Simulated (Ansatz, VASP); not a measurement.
# Au: VASP beside Ansatz

```xyz
1
Lattice="0.0000 2.0054 2.0054 2.0054 0.0000 2.0054 2.0054 2.0054 0.0000" Properties=species:S:1:pos:R:3 pbc="T T T"
Au    0.0000    0.0000    0.0000
```

Alike in both runs: task single point; functional revPBE; k mesh 21 × 21 × 21; occupations fermi-dirac, width 0.1 eV; no spin polarisation.

|  | VASP | Ansatz |
| --- | --- | --- |
| version | VASP 6.6.1 | Ansatz 0.2.0 |
| potentials or method | VASP PAW PBE potentials, release 64 (Au), cutoff 520 eV | plane waves (420 eV) with PAW, scalar-relativistic |
| valence electrons in the cell | 11 | 19 |

```tsv
	VASP	Ansatz	Ansatz less VASP
pressure (GPa)	23.4	23.8	+0.39
```

VASP's potentials were made for PBE, not for revPBE. VASP's potentials hold 11 valence electrons a cell and Ansatz's 19, so a difference there can come from the potentials and not from the codes.

Neither program's run includes spin-orbit coupling.
